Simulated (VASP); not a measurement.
# BaO (Fm-3m) in VASP: notebook

BaO is run at these levels: revPBE+D3(BJ), PBE+D3(BJ), RPBE, r2SCAN+D4; tasks: single point.

All numbers are computed with VASP 6.6.1; they aren't measurements. Logs are shortened: lines on timing, memory, paths and dates and some standing lists are left out, and cuts for length are marked.

## (1) The cell of the first run

Symmetry: Fm-3m, No. 225, cubic system. Conventional cell: a = 5.541 Å, b = 5.541 Å, c = 5.541 Å, α = 90.00°, β = 90.00°, γ = 90.00°. Ba (site symmetry m-3m) has 6 O at 2.77 Å within 3.7 Å. O (site symmetry m-3m) has 6 Ba at 2.77 Å within 3.7 Å.

## (2) Single point, revPBE+D3(BJ)

File INCAR:

```
SYSTEM = BaO
PREC = Accurate
ENCUT = 600
EDIFF = 1E-6
ISMEAR = 0
SIGMA = 0.01
LREAL = .FALSE.
LASPH = .TRUE.
NELM = 120
ALGO = Normal
ISIF = 2
LWAVE = .FALSE.
LCHARG = .TRUE.
GGA = RE
IVDW = 12
LELF = .TRUE.
LVHAR = .TRUE.
NBANDS = 15
GGA_COMPAT = .FALSE.
```

File KPOINTS:

```
Automatic mesh
0
G
  8 8 8
  0 0 0
```

File POSCAR:

```
BaO
1.0
    3.9179867978      0.0000000000      0.0000000000
    1.9589933989      3.3930760986      0.0000000000
    1.9589933989      1.1310253662      3.1990228245
Ba O
1 1
Direct
    0.0000000000      0.0000000000      0.0000000000
    0.5000000000      0.5000000000      0.5000000000
```

Potentials or basis: VASP PAW PBE potentials, release 64 (Ba_sv, O).

Launch:

```
> cat potpaw_PBE.64/Ba_sv/POTCAR potpaw_PBE.64/O/POTCAR > POTCAR
> mpirun -np 1 vasp_std > vasp.out
```

OUTCAR:

```text
SYSTEM = BaO
   PREC = Accurate
   ENCUT = 600
   EDIFF = 1E-6
   ISMEAR = 0
   LREAL = .FALSE.
   LASPH = .TRUE.
   NELM = 120
   ISIF = 2
   GGA = RE
   IVDW = 12
 IVDW          = 12

 ion  position               nearest neighbor table
   1  0.000  0.000  0.000-   2 2.77   2 2.77   2 2.77   2 2.77   2 2.77   2 2.77
   2  0.500  0.500  0.500-   1 2.77   1 2.77   1 2.77   1 2.77   1 2.77   1 2.77

  LATTYP: Found a face centered cubic cell.
 ALAT       =     5.5408700667

  Lattice vectors:

 A1 = (   3.9179867978,   0.0000000000,   0.0000000000)
 A2 = (   1.9589933989,   3.3930760986,   0.0000000000)
 A3 = (   1.9589933989,   1.1310253662,   3.1990228245)

Analysis of symmetry for initial positions (statically):
=====================================================================
 Subroutine PRICEL returns:
 Original cell was already a primitive cell.

 Routine SETGRP: Setting up the symmetry group for a
 face centered cubic supercell.

 Subroutine GETGRP returns: Found 48 space group operations
 (whereof 48 operations were pure point group operations)
 out of a pool of 48 trial point group operations.

The static configuration has the point symmetry O_h .

Analysis of symmetry for dynamics (positions and initial velocities):
=====================================================================
 Subroutine PRICEL returns:
 Original cell was already a primitive cell.

 Routine SETGRP: Setting up the symmetry group for a
 face centered cubic supercell.

 Subroutine GETGRP returns: Found 48 space group operations
 (whereof 48 operations were pure point group operations)
 out of a pool of 48 trial point group operations.

The dynamic configuration has the point symmetry O_h .

 Subroutine INISYM returns: Found 48 space group operations
 (whereof 48 operations are pure point group operations),
 and found     1 'primitive' translations

----------------------------------------------------------------------------------------

                                     Primitive cell

  volume of cell :      42.5279

  direct lattice vectors                    reciprocal lattice vectors
     3.917986798  0.000000000  0.000000000     0.255233121 -0.147358911 -0.104198485
     1.958993399  3.393076099  0.000000000     0.000000000  0.294717823 -0.104198485
     1.958993399  1.131025366  3.199022825     0.000000000  0.000000000  0.312595456

  length of vectors
     3.917986798  3.917986798  3.917986798     0.312595456  0.312595456  0.312595456

  position of ions in fractional coordinates (direct lattice)
     0.000000000  0.000000000  0.000000000
     0.500000000  0.500000000  0.500000000

  ion indices of the primitive-cell ions
[... 88 lines left out ...]
   EMIN   =  10.00;   EMAX   =-10.00  energy-range for DOS
   EFERMI =   0.00;   METHOD = LEGACY
   ISMEAR =     0;   SIGMA  =   0.01  broadening in eV -4-tet -1-fermi 0-gaus
   EFERMI_NEDOS =   21; number of points for ismear=-14 and -15
   IALGO  =     38    algorithm
   IMIX   =      4    mixing-type and parameters
     AMIX     =   0.40;   BMIX     =  1.00
     AMIX_MAG =   1.60;   BMIX_MAG =  1.00
  volume/ion in A,a.u.               =      21.26       143.50
  Fermi-wavevector in a.u.,A,eV,Ry     =   1.181835  2.233344 19.003720  1.396734
  Thomas-Fermi vector in A             =   2.318101
   LORBIT       =      0    0 simple, 1 ext, 2 COOP (PROOUT), +10 PAW based schemes
   GGA     = RE    functional components
   LHFCALC =     F    Hartree Fock is set to
   AEXX    =    0.0000 exact exchange contribution
   IVDW    =    12    specifies the selected vdW correction
   LEPSILON=     F    determine dielectric tensor
   LRPA    =     F    only Hartree local field effects (RPA)
 non-spin polarized calculation
 Gauss-broadening in eV      SIGMA  =   0.01
  energy-cutoff  :      600.00
  volume of cell :       42.53
 maximum number of plane-waves:      1433
   NGX = 15   NGY = 15   NGZ = 15

 number of electron      15.9999999 magnetization

 Free energy of the ion-electron system (eV)
  ---------------------------------------------------
  ext. energy  EPLUGINS =         0.00000000
  ---------------------------------------------------
  free energy    TOTEN  =       -11.17985511 eV

  energy without entropy =      -11.17985511  energy(sigma->0) =      -11.17985511

 E-fermi :   2.0595     XC(G=0):  -9.4411

 val. band max:        1.9930917540   @ k =   0.5000   0.5000   0.0000
 cond. band min:       4.0567329084   @ k =   0.5000   0.5000   0.0000
 fundamental gap:      2.0636411544
 Fermi energy:         2.0594585451

 k-point     1 :       0.0000    0.0000    0.0000
  band No.  band energies     occupation
      1     -23.9750      2.00000
      2     -13.0915      2.00000
      3      -8.5073      2.00000
      4      -8.5073      2.00000
      5      -8.5073      2.00000
      6       1.6579      2.00000
      7       1.6579      2.00000
      8       1.6579      2.00000
      9       5.6772      0.00000
     10       6.7121      0.00000
     11       6.7121      0.00000
     12       6.7121      0.00000
     13       8.9369      0.00000
     14       8.9369      0.00000
[... 401 lines left out ...]
      2     -13.6444      2.00000
      3      -9.1134      2.00000
      4      -9.1133      2.00000
      5      -8.6147      2.00000
      6       0.4806      2.00000
      7       1.0763      2.00000
      8       1.1379      2.00000
      9       6.9095      0.00000
     10       7.5129      0.00000
     11       9.8504      0.00000
     12       9.8529      0.00000
     13      12.0299      0.00000
     14      13.8130      0.00000
     15      14.2081      0.00000

 [... further k-points ...]

------------------------ aborting loop because EDIFF is reached ----------------------------------------

 Edisp (eV)   -0.78789

 E8    (eV) :    -0.5851

  FORCE on cell =-STRESS in cart. coord.  units (eV):
  Direction    XX          YY          ZZ          XY          YZ          ZX
  --------------------------------------------------------------------------------------
  -------------------------------------------------------------------------------------
  Total       0.43354     0.43354     0.43354     0.00000    -0.00000     0.00000
  in kB      16.33317    16.33317    16.33317     0.00000    -0.00000     0.00000
  external pressure =       16.33 kB  Pullay stress =        0.00 kB

 VOLUME and BASIS-vectors are now :
 -----------------------------------------------------------------------------
  energy-cutoff  :      600.00
  volume of cell :       42.53
      direct lattice vectors                 reciprocal lattice vectors
     3.917986798  0.000000000  0.000000000     0.255233121 -0.147358911 -0.104198485
     1.958993399  3.393076099  0.000000000     0.000000000  0.294717823 -0.104198485
     1.958993399  1.131025366  3.199022825     0.000000000  0.000000000  0.312595456

 POSITION                                       TOTAL-FORCE (eV/Angst)
 -----------------------------------------------------------------------------------
      0.00000      0.00000      0.00000         0.000000      0.000000      0.000000
      3.91799      2.26205      1.59951        -0.000000     -0.000000      0.000000
 -----------------------------------------------------------------------------------
    total drift:                               -0.000000      0.000000     -0.000000

  FREE ENERGIE OF THE ION-ELECTRON SYSTEM (eV)
  ---------------------------------------------------
  free  energy   TOTEN  =       -11.9677462394 eV

  energy  without entropy=      -11.9677462394  energy(sigma->0) =      -11.96774624
```

OSZICAR:

```text
N       E                     dE             d eps       ncg     rms          rms(c)
DAV:   1     0.856120597403E+02    0.85612E+02   -0.86256E+03   870   0.111E+03
DAV:   2    -0.958392398864E+01   -0.95196E+02   -0.84418E+02  1254   0.209E+02
DAV:   3    -0.137294611465E+02   -0.41455E+01   -0.41184E+01  1085   0.439E+01
DAV:   4    -0.137726289056E+02   -0.43168E-01   -0.43158E-01  1031   0.469E+00
DAV:   5    -0.137734339291E+02   -0.80502E-03   -0.80502E-03  1066   0.578E-01    0.958E+00
DAV:   6    -0.113871786009E+02    0.23863E+01   -0.86927E+00   919   0.218E+01    0.614E+00
DAV:   7    -0.111814430606E+02    0.20574E+00   -0.59699E-01  1011   0.619E+00    0.222E+00
DAV:   8    -0.111761821979E+02    0.52609E-02   -0.11327E-01  1024   0.348E+00    0.489E-01
DAV:   9    -0.111774415527E+02   -0.12594E-02   -0.93347E-03  1017   0.944E-01    0.162E-01
DAV:  10    -0.111798413525E+02   -0.23998E-02   -0.47372E-03   926   0.556E-01    0.524E-02
DAV:  11    -0.111798215952E+02    0.19757E-04   -0.26671E-04  1108   0.139E-01    0.240E-02
DAV:  12    -0.111798547786E+02   -0.33183E-04   -0.83482E-05   926   0.806E-02    0.711E-03
DAV:  13    -0.111798551085E+02   -0.32984E-06   -0.38253E-06  1130   0.164E-02
   1 F= -.11967746E+02 E0= -.11967746E+02  d E =-.245785E-23
```

It took 22 s on 1 thread of AMD EPYC 9R45 (Zen 5), shared host; peak memory 0.16 GiB.

What came out:

| Item | Value |
| --- | --- |
| Free energy | -11.9677 eV |
| Pressure | 1.6 GPa |
| Band gap on the k mesh | 2.06 eV, direct |
| Dispersion energy per atom | -0.394 eV |

Caveat: the PAW data sets were made with another functional, which shifts forces and pressure a little; spin-orbit coupling is left out, which moves the levels of the heavy elements. A k mesh can miss the band edges.

## (3) Single point, PBE+D3(BJ)

This run uses another cell than the first one, of 21.12 Å³/atom, 0.993 times its volume.

File INCAR:

```
PREC = Accurate ; ENCUT = 600
EDIFF = 1E-6 ; ISMEAR = 0
SIGMA = 0.01 ; LREAL = F
LASPH = T ; NELM = 120
ALGO = Normal ; ISIF = 2
LWAVE = F ; LCHARG = F
GGA = PE ; IVDW = 12
NBANDS = 15 ; GGA_COMPAT = F
```

File KPOINTS:

```
Automatic mesh
0
Gamma
  8 8 8
```

File POSCAR:

```
BaO
1.0
    3.9091853502      0.0000000000      0.0000000000
    1.9545926751      3.3854538214      0.0000000000
    1.9545926751      1.1284846071      3.1918364727
Ba O
1 1
Direct
    0.0000000000      0.0000000000      0.0000000000
    0.5000000000      0.5000000000      0.5000000000
```

Potentials or basis: VASP PAW PBE potentials, release 64 (Ba_sv, O).

Launch:

```
> cat potpaw_PBE.64/Ba_sv/POTCAR potpaw_PBE.64/O/POTCAR > POTCAR
> mpirun -np 1 vasp_std > vasp.out
```

Wall time 20 s (1 thread of AMD EPYC 9R45 (Zen 5), shared host); peak memory 0.16 GiB.

The run converged. Its results:

| Quantity | Value |
| --- | --- |
| Free energy | -12.2455 eV |
| Pressure | 1.7 GPa |
| Band gap on the k mesh | 1.96 eV, direct |
| Dispersion energy per atom | -0.228 eV |

Levels at points of the mesh, in eV from the valence-band top:
```tsv
k point	band 6	band 7	band 8	band 9	band 10	band 11
(0.00, 0.00, 0.00)	-0.36	-0.36	-0.36	3.57	4.68	4.68
(0.50, 0.00, 0.00)	-2.02	-1.50	-1.50	4.93	7.17	7.17
(0.50, 0.50, 0.00)	-0.17	-0.17	0.00	1.96	5.99	8.91
```

Caveat: spin-orbit coupling is left out, which moves the levels of the heavy elements. A k mesh can miss the band edges.

## (4) Single point, RPBE

This run uses another cell than the first one, of 22.42 Å³/atom, 1.054 times its volume.

File INCAR:

```
SYSTEM = BaO
ALGO = Normal
EDIFF = 1E-6
ENCUT = 600
GGA = RP
GGA_COMPAT = .False.
ISIF = 2
ISMEAR = 0
LASPH = .True.
LCHARG = .False.
LREAL = .False.
LWAVE = .False.
NBANDS = 15
NELM = 120
PREC = Accurate
SIGMA = 0.01
```

File KPOINTS:

```
k-points
0
Gamma
  8 8 8
  0 0 0
```

File POSCAR:

```
BaO
1.0
    3.9876059831      0.0000000000      0.0000000000
    1.9938029915      3.4533680816      0.0000000000
    1.9938029915      1.1511226939      3.2558666513
Ba O
1 1
Direct
    0.0000000000      0.0000000000      0.0000000000
    0.5000000000      0.5000000000      0.5000000000
```

Launch:

```
> cat potpaw_PBE.64/Ba_sv/POTCAR potpaw_PBE.64/O/POTCAR > POTCAR
> mpirun -np 1 vasp_std > vasp.out
```

Run time: 24 s. Hardware: 1 thread of AMD EPYC 9R45 (Zen 5), shared host; peak memory 0.15 GiB.

The run converged. Its results:

```yaml
Free_energy: -11.1386 eV
Pressure: 1.3 GPa
Band_gap_on_the_k_mesh: 2.25 eV, direct
```

Levels at points of the mesh, in eV from the valence-band top:
| k point | band 5 | band 6 | band 7 | band 8 | band 9 | band 10 | band 11 | band 12 |
| --- | --- | --- | --- | --- | --- | --- | --- | --- |
| (0.00, 0.00, 0.00) | -10.64 | -0.20 | -0.20 | -0.20 | 3.52 | 4.75 | 4.75 | 4.75 |
| (0.50, 0.00, 0.00) | -10.75 | -1.74 | -1.23 | -1.23 | 4.95 | 7.01 | 7.01 | 8.08 |
| (0.50, 0.50, 0.00) | -11.12 | -0.08 | -0.08 | 0.00 | 2.25 | 5.79 | 8.59 | 9.26 |

Caveat: the PAW data sets were made with another functional, which shifts forces and pressure a little; spin-orbit coupling is left out, which moves the levels of the heavy elements. A k mesh can miss the band edges.

## (5) Single point, r2SCAN+D4

This run uses another cell than the first one, of 21.15 Å³/atom, 0.995 times its volume.

File POSCAR:

```
BaO
1.0
    3.9111948137      0.0000000000      0.0000000000
    1.9555974069      3.3871940678      0.0000000000
    1.9555974069      1.1290646893      3.1934771927
Ba O
1 1
Direct
    0.0000000000      0.0000000000      0.0000000000
    0.5000000000      0.5000000000      0.5000000000
```

File INCAR.step1:

```
SYSTEM = BaO
PREC = Accurate
ENCUT = 660
ISMEAR = 0
SIGMA = 0.01
LREAL = .FALSE.
LASPH = .TRUE.
NELM = 120
NBANDS = 15
GGA = PE
ALGO = Normal
EDIFF = 1E-5
LWAVE = .TRUE.
LCHARG = .FALSE.
GGA_COMPAT = .FALSE.
```

File INCAR.step2:

```
SYSTEM = BaO
PREC = Accurate
ENCUT = 660
EDIFF = 1E-6
ISMEAR = 0
SIGMA = 0.01
LREAL = .FALSE.
LASPH = .TRUE.
NELM = 120
ALGO = Normal
ISIF = 2
LWAVE = .FALSE.
LCHARG = .FALSE.
METAGGA = R2SCAN
LMIXTAU = .TRUE.
IVDW = 13
VDW_S6 = 1.0
VDW_S8 = 0.6018749
VDW_A1 = 0.51559235
VDW_A2 = 5.77342911
NBANDS = 15
ISTART = 1
GGA_COMPAT = .FALSE.
```

File KPOINTS:

```
regular mesh
0
G
  8 8 8
  0 0 0
```

Potentials or basis: VASP PAW PBE potentials, release 64 (Ba_sv, O).

Launch:

```
> cat potpaw_PBE.64/Ba_sv/POTCAR potpaw_PBE.64/O/POTCAR > POTCAR
> cp INCAR.step1 INCAR
> mpirun -np 1 vasp_std > vasp.out
> cp INCAR.step2 INCAR
> mpirun -np 1 vasp_std > vasp.out
```

OUTCAR:

```text
SYSTEM = BaO
   PREC = Accurate
   ENCUT = 660
   EDIFF = 1E-6
   ISMEAR = 0
   LREAL = .FALSE.
   LASPH = .TRUE.
   NELM = 120
   ISIF = 2
   METAGGA = R2SCAN
   IVDW = 13
   ISTART = 1

 ion  position               nearest neighbor table
   1  0.000  0.000  0.000-   2 2.77   2 2.77   2 2.77   2 2.77   2 2.77   2 2.77
   2  0.500  0.500  0.500-   1 2.77   1 2.77   1 2.77   1 2.77   1 2.77   1 2.77

  LATTYP: Found a face centered cubic cell.
 ALAT       =     5.5312647506

  Lattice vectors:

 A1 = (   3.9111948137,   0.0000000000,   0.0000000000)
 A2 = (   1.9555974069,   3.3871940678,   0.0000000000)
[... 621 lines left out ...]

  Edisp (eV):   -0.13454

  FORCE on cell =-STRESS in cart. coord.  units (eV):
  Direction    XX          YY          ZZ          XY          YZ          ZX
  --------------------------------------------------------------------------------------
  -------------------------------------------------------------------------------------
  Total       0.42689     0.42689     0.42689     0.00000     0.00000     0.00000
  in kB      16.16624    16.16624    16.16624     0.00000     0.00000     0.00000
  external pressure =       16.17 kB  Pullay stress =        0.00 kB

 VOLUME and BASIS-vectors are now :
 -----------------------------------------------------------------------------
  energy-cutoff  :      660.00
  volume of cell :       42.31
      direct lattice vectors                 reciprocal lattice vectors
     3.911194814  0.000000000  0.000000000     0.255676346 -0.147614807 -0.104379431
     1.955597407  3.387194068  0.000000000     0.000000000  0.295229615 -0.104379431
     1.955597407  1.129064689  3.193477193     0.000000000  0.000000000  0.313138294

 POSITION                                       TOTAL-FORCE (eV/Angst)
 -----------------------------------------------------------------------------------
      0.00000      0.00000      0.00000        -0.000000      0.000000      0.000000
      3.91119      2.25813      1.59674         0.000000     -0.000000      0.000000
 -----------------------------------------------------------------------------------
    total drift:                                0.000000      0.000000      0.000000

  FREE ENERGIE OF THE ION-ELECTRON SYSTEM (eV)
  ---------------------------------------------------
  free  energy   TOTEN  =       -37.9571576731 eV

  energy  without entropy=      -37.9571576731  energy(sigma->0) =      -37.95715767
```

OSZICAR.step1:

```text
N       E                     dE             d eps       ncg     rms          rms(c)
DAV:   1     0.902745577889E+02    0.90275E+02   -0.89890E+03   870   0.120E+03
DAV:   2    -0.972668967623E+01   -0.10000E+03   -0.88898E+02  1209   0.218E+02
DAV:   3    -0.143550972982E+02   -0.46284E+01   -0.45947E+01  1112   0.474E+01
DAV:   4    -0.144112515490E+02   -0.56154E-01   -0.56149E-01  1039   0.541E+00
DAV:   5    -0.144122716871E+02   -0.10201E-02   -0.10201E-02  1088   0.660E-01    0.958E+00
DAV:   6    -0.120444551359E+02    0.23678E+01   -0.87168E+00   926   0.220E+01    0.626E+00
DAV:   7    -0.118165876285E+02    0.22787E+00   -0.63377E-01   976   0.630E+00    0.224E+00
DAV:   8    -0.117916409041E+02    0.24947E-01   -0.10404E-01  1038   0.331E+00    0.530E-01
DAV:   9    -0.117913818051E+02    0.25910E-03   -0.96153E-03  1024   0.947E-01    0.165E-01
DAV:  10    -0.117926650640E+02   -0.12833E-02   -0.27699E-03   940   0.432E-01    0.490E-02
DAV:  11    -0.117926414738E+02    0.23590E-04   -0.17685E-04  1087   0.112E-01    0.259E-02
DAV:  12    -0.117926511901E+02   -0.97164E-05   -0.25970E-05   940   0.483E-02
   1 F= -.11792651E+02 E0= -.11792651E+02  d E =-.194523-131
```

Run time: 2.2 min. Hardware: 1 thread of AMD EPYC 9R45 (Zen 5), shared host; peak memory 0.19 GiB.

What came out:

```
Free energy                : -37.9572 eV
Pressure                   : 1.6 GPa
Band gap on the k mesh     : 2.29 eV, direct
Dispersion energy per atom : -0.067 eV
```

Levels at points of the mesh, in eV from the valence-band top:
| k point | band 5 | band 6 | band 7 | band 8 | band 9 | band 10 | band 11 | band 12 |
| --- | --- | --- | --- | --- | --- | --- | --- | --- |
| (0.00, 0.00, 0.00) | -10.75 | -0.38 | -0.38 | -0.38 | 4.15 | 5.12 | 5.12 | 5.12 |
| (0.50, 0.00, 0.00) | -10.87 | -1.99 | -1.52 | -1.52 | 5.32 | 7.67 | 7.67 | 8.73 |
| (0.50, 0.50, 0.00) | -11.34 | -0.18 | -0.18 | 0.00 | 2.29 | 6.59 | 9.57 | 10.00 |

Caveat: the PAW data sets were made with another functional, which shifts forces and pressure a little; spin-orbit coupling is left out, which moves the levels of the heavy elements. r2SCAN opens gaps a little over a GGA but as a rule still falls short of measured ones.

## (6) The runs side by side

| level | cell | cutoff (eV) | gap on the mesh (eV) | pressure (GPa) |
| --- | --- | --- | --- | --- |
| revPBE+D3(BJ) | a = 3.918 Å, angles 60.0°, 2 atoms | 600 | 2.06 | 1.6 |
| PBE+D3(BJ) | a = 3.909 Å, angles 60.0°, 2 atoms | 600 | 1.96 | 1.7 |
| RPBE | a = 3.988 Å, angles 60.0°, 2 atoms | 600 | 2.25 | 1.3 |
| r2SCAN+D4 | a = 3.911 Å, angles 60.0°, 2 atoms | 660 | 2.29 | 1.6 |

Alike in all rows: task single point; potentials or basis VASP PAW PBE potentials, release 64 (Ba_sv, O); no spin polarisation; k mesh 8 × 8 × 8; smearing gaussian 0.01 eV.

Caveats: spin-orbit coupling is left out, which moves the levels of the heavy elements; the PAW data sets were made with another functional, which shifts forces and pressure a little (some runs).

Absolute energies hang on the potentials; compare differences alone.
